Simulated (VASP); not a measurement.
# Sb (Im-3m) in VASP: further runs

Sb is run at these levels: PBE; tasks: relaxation of cell and atoms.

Program: VASP 6.6.1. These are calculated values, not measurements. Logs are shortened: lines on timing, memory, paths and dates and some standing lists are left out, and cuts for length are marked.

### Step 1. The cell of the first run

Symmetry: Im-3m, No. 229, cubic system. The conventional cell has a = 2.990 Å, b = 2.990 Å, c = 2.990 Å, α = 90.00°, β = 90.00°, γ = 90.00°. Within 3.4 Å of Sb (site symmetry m-3m) lie 14 Sb at 2.59 to 2.99 Å.

This isn't the form of Sb at room conditions, which is rhombohedral.

### Step 2. Relaxation of cell and atoms, PBE, target pressure 220 GPa, at which the enthalpy is minimised

The input, INCAR:

```
PREC     = Accurate       # precision mode
ENCUT    = 600            # plane-wave cutoff, eV
EDIFF    = 1E-7           # SCF threshold, eV
ISMEAR   = -1             # smearing method
SIGMA    = 0.1            # smearing width, eV
LREAL    = F              # projectors in reciprocal space
LASPH    = T              # aspherical terms in the spheres
NELM     = 80             # most SCF steps
ALGO     = Normal         # electronic algorithm
ISIF     = 3              # what is computed and relaxed
LWAVE    = F              # write WAVECAR
LCHARG   = F              # write CHGCAR
GGA      = PE             # functional
IBRION   = 2              # ionic algorithm
NSW      = 60             # ionic steps
EDIFFG   = -0.005         # ionic threshold
PSTRESS  = 2200.0
```

The input, KPOINTS:

```
Automatic mesh
0
Gamma
  18 18 18
```

The input, POSCAR:

```
Sb
1.0
   -1.4947886418      1.4947886418      1.4947886418
    1.4947886418     -1.4947886418      1.4947886418
    1.4947886418      1.4947886418     -1.4947886418
Sb
1
Direct
    0.0000000000      0.0000000000      0.0000000000
```

Potentials or basis: VASP PAW PBE potentials, release 64 (Sb).

Command:

```console
> cat potpaw_PBE.64/Sb/POTCAR > POTCAR
> mpirun -np 1 vasp_std > vasp.out
```

OUTCAR:

```text
PREC = Accurate
   ENCUT = 600
   EDIFF = 1E-7
   ISMEAR = -1
   LREAL = F
   LASPH = T
   NELM = 80
   ISIF = 3
   GGA = PE
   IBRION = 2
   NSW = 60
   EDIFFG = -0.005
   PSTRESS = 2200.0

 ion  position               nearest neighbor table
   1  0.000  0.000  0.000-

  LATTYP: Found a body centered cubic cell.
 ALAT       =     2.9895772836

  Lattice vectors:

 A1 = (  -1.4947886418,   1.4947886418,   1.4947886418)
 A2 = (   1.4947886418,  -1.4947886418,   1.4947886418)
 A3 = (   1.4947886418,   1.4947886418,  -1.4947886418)

Analysis of symmetry for initial positions (statically):
=====================================================================
 Subroutine PRICEL returns:
 Original cell was already a primitive cell.

 Routine SETGRP: Setting up the symmetry group for a
 body centered cubic supercell.

 Subroutine GETGRP returns: Found 48 space group operations
 (whereof 48 operations were pure point group operations)
 out of a pool of 48 trial point group operations.

The static configuration has the point symmetry O_h .

Analysis of symmetry for dynamics (positions and initial velocities):
=====================================================================
 Subroutine PRICEL returns:
 Original cell was already a primitive cell.

 Routine SETGRP: Setting up the symmetry group for a
 body centered cubic supercell.

 Subroutine GETGRP returns: Found 48 space group operations
 (whereof 48 operations were pure point group operations)
 out of a pool of 48 trial point group operations.

The dynamic configuration has the point symmetry O_h .

 Subroutine INISYM returns: Found 48 space group operations
 (whereof 48 operations are pure point group operations),
 and found     1 'primitive' translations

----------------------------------------------------------------------------------------

                                     Primitive cell

  volume of cell :      13.3598

  direct lattice vectors                    reciprocal lattice vectors
    -1.494788642  1.494788642  1.494788642     0.000000000  0.334495450  0.334495450
     1.494788642 -1.494788642  1.494788642     0.334495450  0.000000000  0.334495450
     1.494788642  1.494788642 -1.494788642     0.334495450  0.334495450  0.000000000

  length of vectors
     2.589049874  2.589049874  2.589049874     0.473048003  0.473048003  0.473048003

  position of ions in fractional coordinates (direct lattice)
     0.000000000  0.000000000  0.000000000

  ion indices of the primitive-cell ions
   primitive index   ion index
                 1           1

----------------------------------------------------------------------------------------

 KPOINTS: Automatic mesh

Automatic generation of k-mesh.
 Grid dimensions read from file:
 generate k-points for:   18   18   18

 Generating k-lattice:

  Cartesian coordinates                     Fractional coordinates (reciprocal lattice)
     0.000000000  0.018583081  0.018583081     0.055555556  0.000000000  0.000000000
     0.018583081  0.000000000  0.018583081     0.000000000  0.055555556  0.000000000
     0.018583081  0.018583081  0.000000000     0.000000000  0.000000000  0.055555556

  Length of vectors
     0.026280445  0.026280445  0.026280445

  Shift w.r.t. Gamma in fractional coordinates (k-lattice)
     0.000000000  0.000000000  0.000000000

 Subroutine IBZKPT returns following result:
 ===========================================

 Found    195 irreducible k-points:

 Following reciprocal coordinates:
            Coordinates               Weight
  0.000000  0.000000  0.000000      1.000000
  0.055556  0.000000  0.000000     12.000000
  0.111111  0.000000  0.000000     12.000000
  0.166667  0.000000  0.000000     12.000000
  0.222222  0.000000  0.000000     12.000000
  0.277778  0.000000  0.000000     12.000000
[... 16 lines left out ...]
  0.333333  0.111111  0.000000     48.000000
  0.388889  0.111111  0.000000     48.000000
 [... further k-points ...]
   k-points           NKPTS =    195   k-points in BZ     NKDIM =    195   number of bands    NBANDS=      6
   number of dos      NEDOS =    301   number of ions     NIONS =      1
   total plane-waves  NPLWV =  13824
   dimension x,y,z NGX =    24 NGY =   24 NGZ =   24
   dimension x,y,z NGXF=    48 NGYF=   48 NGZF=   48
   ions per type =               1
   NGX,Y,Z   is equivalent  to a cutoff of  15.41, 15.41, 15.41 a.u.
   NGXF,Y,Z  is equivalent  to a cutoff of  30.82, 30.82, 30.82 a.u.
 SYSTEM =  unknown system
   PREC   = accura    normal or accurate (medium, high low for compatibility)
   ISTART =      0    job   : 0-new  1-cont  2-samecut
   ICHARG =      2    charge: 1-file 2-atom 10-const
   ISPIN  =      1    spin polarized calculation?
   LNONCOLLINEAR =      F non collinear calculations
   LSORBIT =      F    spin-orbit coupling
   LASPH  =      T    aspherical Exc in radial PAW
   ENCUT  =  600.0 eV  44.10 Ry    6.64 a.u.   5.17  5.17  5.17*2*pi/ulx,y,z
   NELM   =     80;   NELMIN=  2; NELMDL= -5     # of ELM steps
   EDIFF  = 0.1E-06   stopping-criterion for ELM
   LREAL  =      F    real-space projection
   EDIFFG = -.5E-02   stopping-criterion for IOM
   NSW    =     60    number of steps for IOM
   IBRION =      2    ionic relax: 0-MD 1-quasi-New 2-CG
   NFREE  =      1    steps in history (QN), initial steepest desc. (CG)
   ISIF   =      3    stress and relaxation
   ISYM   =      2    0-nonsym 1-usesym 2-fastsym
   POTIM  = 0.5000    time-step for ionic-motion
   TEBEG  =    0.0;   TEEND  =   0.0 temperature during run
   PSTRESS= 2200.0 pullay stress
   NELECT =       5.0000    total number of electrons
   NUPDOWN=      -1.0000    fix difference up-down
   EMIN   =  10.00;   EMAX   =-10.00  energy-range for DOS
   EFERMI =   0.00;   METHOD = LEGACY
   ISMEAR =    -1;   SIGMA  =   0.10  broadening in eV -4-tet -1-fermi 0-gaus
   EFERMI_NEDOS =   21; number of points for ismear=-14 and -15
   IALGO  =     38    algorithm
   IMIX   =      4    mixing-type and parameters
     AMIX     =   0.40;   BMIX     =  1.00
     AMIX_MAG =   1.60;   BMIX_MAG =  1.00
  volume/ion in A,a.u.               =      13.36        90.16
  Fermi-wavevector in a.u.,A,eV,Ry     =   1.179773  2.229447 18.937458  1.391864
  Thomas-Fermi vector in A             =   2.316077
   LORBIT       =      0    0 simple, 1 ext, 2 COOP (PROOUT), +10 PAW based schemes
   GGA     = PE    functional components
   LHFCALC =     F    Hartree Fock is set to
   AEXX    =    0.0000 exact exchange contribution
   IVDW    =     0    specifies the selected vdW correction
   LEPSILON=     F    determine dielectric tensor
   LRPA    =     F    only Hartree local field effects (RPA)
 conjugate gradient relaxation of ions
 non-spin polarized calculation
  energy-cutoff  :      600.00
  volume of cell :       13.36
 maximum number of plane-waves:       466
 NGX is ok and might be reduce to    24
   NGX = 11   NGY = 11   NGZ = 11

--------------------------------------- Ionic step        1  -------------------------------------------

 number of electron       5.0000000 magnetization

 Free energy of the ion-electron system (eV)
  ---------------------------------------------------
  ext. energy  EPLUGINS =         0.00000000
  ---------------------------------------------------
  free energy    TOTEN  =         1.04503361 eV

  energy without entropy =        1.05646389  energy(sigma->0) =        1.05074875

------------------------ aborting loop because EDIFF is reached ----------------------------------------

  FORCE on cell =-STRESS in cart. coord.  units (eV):
  Direction    XX          YY          ZZ          XY          YZ          ZX
  --------------------------------------------------------------------------------------
  -------------------------------------------------------------------------------------
  Total       18.8301957     18.8301957     18.8301957      0.0000000     -0.0000000     -0.0000000
  in kB     2258.2190027   2258.2190027   2258.2190027      0.0000000     -0.0000000     -0.0000000
  external PRESSURE =      58.2190027 kB  Pullay stress =    2200.0000000 kB
[... 96 lines left out ...]
  enthalpy is  TOTEN    =        19.3881167383 eV   P V=       18.4759153803

--------------------------------------- Ionic step        4  -------------------------------------------

 number of electron       5.0000000 magnetization

 Free energy of the ion-electron system (eV)
  ---------------------------------------------------
  ext. energy  EPLUGINS =         0.00000000
  ---------------------------------------------------
  free energy    TOTEN  =         0.91600683 eV

  energy without entropy =        0.92757470  energy(sigma->0) =        0.92179077

 E-fermi :  21.4289     XC(G=0): -13.5494

 val. band max:       21.4181214582   @ k =  -0.4444   0.5000   0.1111
 cond. band min:      21.4605434582   @ k =   0.3333   0.1111   0.1111
 fundamental gap:      0.0424219999
 Fermi energy:        21.4289202187

 k-point     1 :       0.0000    0.0000    0.0000
  band No.  band energies     occupation
      1       0.2939      2.00000
      2      32.2603      0.00000
      3      32.2603      0.00000
      4      32.2603      0.00000
      5      34.6632      0.00000
      6      34.6632      0.00000

 k-point     2 :       0.0556    0.0000    0.0000
  band No.  band energies     occupation
      1       0.4095      2.00000
      2      31.1646      0.00000
      3      31.9607      0.00000
      4      32.0558      0.00000
      5      33.1807      0.00000
      6      33.4420      0.00000
[... 190 lines left out ...]
 k-point    24 :       0.3889    0.1111    0.0000
  band No.  band energies     occupation
      1       8.2059      2.00000
      2      12.4987      2.00000
      3      22.1502      0.00147
      4      25.3367      0.00000
      5      30.6546      0.00000
      6      33.6499      0.00000

 [... further k-points ...]

------------------------ aborting loop because EDIFF is reached ----------------------------------------

  FORCE on cell =-STRESS in cart. coord.  units (eV):
  Direction    XX          YY          ZZ          XY          YZ          ZX
  --------------------------------------------------------------------------------------
  -------------------------------------------------------------------------------------
  Total       18.4720506     18.4720506     18.4720506      0.0000000      0.0000000      0.0000000
  in kB     2199.9931613   2199.9931613   2199.9931613      0.0000000      0.0000000      0.0000000
  external PRESSURE =      -0.0068387 kB  Pullay stress =    2200.0000000 kB
[... 16 lines left out ...]
  FREE ENERGIE OF THE ION-ELECTRON SYSTEM (eV)
  ---------------------------------------------------
  free  energy   TOTEN  =         0.9160068296 eV

  energy  without entropy=        0.9275747047  energy(sigma->0) =        0.92179077

  enthalpy is  TOTEN    =        19.3881148315 eV   P V=       18.4721080020

 reached required accuracy - stopping structural energy minimisation
```

Run time: 49 s. Hardware: 1 thread of Intel Xeon 8259CL, shared host; peak memory 0.16 GiB.

What came out:

```
Free energy                                                : 0.9160 eV
Relaxed volume                                             : 13.45 Å³/atom
Relaxed cell                                               : a = 2.595 Å, b = 2.595 Å, c = 2.595 Å, α = 109.47°, β = 109.47°, γ = 109.47°
Space group after relaxing (to 0.1 Å)                      : Im-3m (No. 229)
Energy change on relaxing (the run minimises the enthalpy) : -129.0 meV/atom
Ionic steps                                                : 4
Pressure after relaxing                                    : 220.0 GPa
Band gap on the k mesh                                     : zero (an odd number of electrons rules out a gap without spin polarisation)
```

Step by step:
| step | energy change (eV) | largest force (eV/Å) | pressure (GPa) | volume (Å³) |
| --- | --- | --- | --- | --- |
| 1 | 0.0000 | 0.0000 | 225.82 | 13.36 |
| 2 | -1.1866 | 0.0000 | 172.53 | 14.32 |
| 3 | -0.1328 | 0.0000 | 219.83 | 13.46 |
| 4 | -0.1290 | 0.0000 | 220.00 | 13.45 |

Final structure:
```yaml
crystal:
  lattice:
    - [-1.49824, 1.49824, 1.49824]
    - [1.49824, -1.49824, 1.49824]
    - [1.49824, 1.49824, -1.49824]
  atoms:
    - { symbol: Sb, position: [0.00000, 0.00000, 0.00000] }
```

Levels at points of the mesh, in eV from the Fermi level:
```tsv
k point	band 1	band 2	band 3	band 4	band 5	band 6
(0.00, 0.00, 0.00)	-21.14	10.83	10.83	10.83	13.23	13.23
(0.50, 0.00, 0.00)	-11.84	-11.23	3.33	4.40	7.91	9.74
(0.50, 0.50, 0.50)	-4.57	-4.57	-4.57	-0.68	1.13	1.13
```

Caveat: the cell is relaxed towards a set pressure, so the run minimises the enthalpy, not the energy; spin-orbit coupling is left out, which moves the levels of the heavy elements; an odd number of electrons without spin polarisation forces a metal; a magnetic or distorted state may lie lower.

### Step 3. Relaxation of cell and atoms, PBE, target pressure 220 GPa, at which the enthalpy is minimised

The input, INCAR:

```
SYSTEM = Sb
  PREC = Accurate
  ENCUT = 600
  EDIFF = 1E-6
  ISMEAR = -1
  SIGMA = 0.1
  LREAL = .FALSE.
  LASPH = .TRUE.
  NELM = 100
  ALGO = Normal
  ISIF = 3
  LWAVE = .FALSE.
  LCHARG = .FALSE.
  GGA = PE
  IBRION = 2
  NSW = 32
  EDIFFG = -0.005
  PSTRESS = 2200.0
```

The input, KPOINTS:

```
regular mesh
0
G
  18 18 18
  0 0 0
```

The input, POSCAR:

```
Sb
1.0
   -1.4949164229      1.4949164229      1.4949164229
    1.4949164229     -1.4949164229      1.4949164229
    1.4949164229      1.4949164229     -1.4949164229
Sb
1
Direct
    0.0000000000      0.0000000000      0.0000000000
```

Potentials or basis: VASP PAW PBE potentials, release 64 (Sb).

Command:

```console
> cat potpaw_PBE.64/Sb/POTCAR > POTCAR
> mpirun -np 1 vasp_std > vasp.out
```

Wall time 47 s (1 thread of Intel Xeon 8259CL, shared host); peak memory 0.16 GiB.

The run converged. Its results:

```
Free energy                                                : 0.9160 eV
Relaxed volume                                             : 13.45 Å³/atom
Relaxed cell                                               : a = 2.595 Å, b = 2.595 Å, c = 2.595 Å, α = 109.47°, β = 109.47°, γ = 109.47°
Space group after relaxing (to 0.1 Å)                      : Im-3m (No. 229)
Energy change on relaxing (the run minimises the enthalpy) : -124.2 meV/atom
Ionic steps                                                : 4
Pressure after relaxing                                    : 220.0 GPa
Band gap on the k mesh                                     : zero (an odd number of electrons rules out a gap without spin polarisation)
```

Step by step:
```tsv
step	energy change (eV)	largest force (eV/Å)	pressure (GPa)	volume (Å³)
1	0.0000	0.0000	225.60	13.36
2	-1.1462	0.0000	174.11	14.29
3	-0.1277	0.0000	219.84	13.46
4	-0.1242	0.0000	219.99	13.45
```

Final structure:
```
Sb
1.0
    -1.49824    1.49824    1.49824
     1.49824   -1.49824    1.49824
     1.49824    1.49824   -1.49824
Sb
1
Cartesian
  0.0000 0.0000 0.0000
```

Levels at points of the mesh, in eV from the Fermi level:
| k point | band 1 | band 2 | band 3 | band 4 | band 5 | band 6 |
| --- | --- | --- | --- | --- | --- | --- |
| (0.00, 0.00, 0.00) | -21.14 | 10.83 | 10.83 | 10.83 | 13.23 | 13.23 |
| (0.50, 0.00, 0.00) | -11.84 | -11.23 | 3.33 | 4.40 | 7.91 | 9.74 |
| (0.50, 0.50, 0.50) | -4.57 | -4.57 | -4.57 | -0.68 | 1.13 | 1.13 |

Caveat: the cell is relaxed towards a set pressure, so the run minimises the enthalpy, not the energy; spin-orbit coupling is left out, which moves the levels of the heavy elements; an odd number of electrons without spin polarisation forces a metal; a magnetic or distorted state may lie lower.

The gap in the log of VASP goes by the Fermi energy; the results here count the filled bands.